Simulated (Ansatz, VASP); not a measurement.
# As in VASP and in Ansatz

The input INCAR:

```
SYSTEM = As
PREC = Accurate
ENCUT = 520
EDIFF = 1E-6
ISMEAR = 0
SIGMA = 0.15
LREAL = .FALSE.
LASPH = .TRUE.
NELM = 100
ALGO = Normal
ISIF = 2
LWAVE = .FALSE.
LCHARG = .FALSE.
GGA = PS
NBANDS = 12
```

Contents of KPOINTS:

```
regular mesh
0
G
  18 18 18
  0 0 0
```

File POSCAR:

```
As
1.0
    1.8797494575      1.0852738553      3.5380565500
   -1.8797494575      1.0852738553      3.5380565500
    0.0000000000     -2.1705477106      3.5380565500
As
2
Direct
    0.2275400000      0.2275400000      0.2275400000
    0.7724600000      0.7724600000      0.7724600000
```

Input for Ansatz:

```yaml
crystal:
  lattice:
    - [1.8797494575, 1.0852738553, 3.53805655]
    - [-1.8797494575, 1.0852738553, 3.53805655]
    - [0.0, -2.1705477106, 3.53805655]
  atoms:
    - { symbol: As, position: [0.22754, 0.22754, 0.22754] }
    - { symbol: As, position: [0.77246, 0.77246, 0.77246] }
basis:
  ecutwfc: 420
kpoints:
  mp_grid: { grid: [18, 18, 18] }
hamiltonian:
  xc: pbesol
scf:
  occupations: { method: gaussian, width: 0.15 }
output:
  forces: true
  stress: true
  eigenvalues: true
```

Change from the starting cell: strain +0.000 along x and y, +0.015 along z, atoms carried along.

Alike in both runs: task single point; functional PBEsol; k mesh 18 × 18 × 18; occupations gaussian, width 0.15 eV; no spin polarisation.

|  | VASP | Ansatz |
| --- | --- | --- |
| version | VASP 6.6.1 | Ansatz 0.2.0 |
| potentials or method | VASP PAW PBE potentials, release 64 (As), cutoff 520 eV | scalar-relativistic, plane waves, PAW |
| valence electrons in the cell | 10 | 30 |

Ansatz gave:

```
gap on the k mesh at the Fermi level (eV)                     : none
pressure (GPa)                                                : -0.8
traceless stress, the component that is largest in VASP (GPa) : -0.85
rms of the force components (eV/Å)                            : 0.012
```

**Question.** Estimate VASP's values.

**Answer.** gap on the k mesh at the Fermi level (eV): none; pressure (GPa): -0.4; traceless stress, the component that is largest in VASP (GPa): -0.94; rms of the force components (eV/Å): 0.048.

VASP's potentials were made for PBE, not for PBEsol. Atom by atom the forces differ by 0.036 eV/Å (rms over components). A gap of «none» marks a metal or a gap that the smearing closes. VASP's potentials hold 10 valence electrons a cell and Ansatz's 30, so a difference there can come from the potentials and not from the codes.
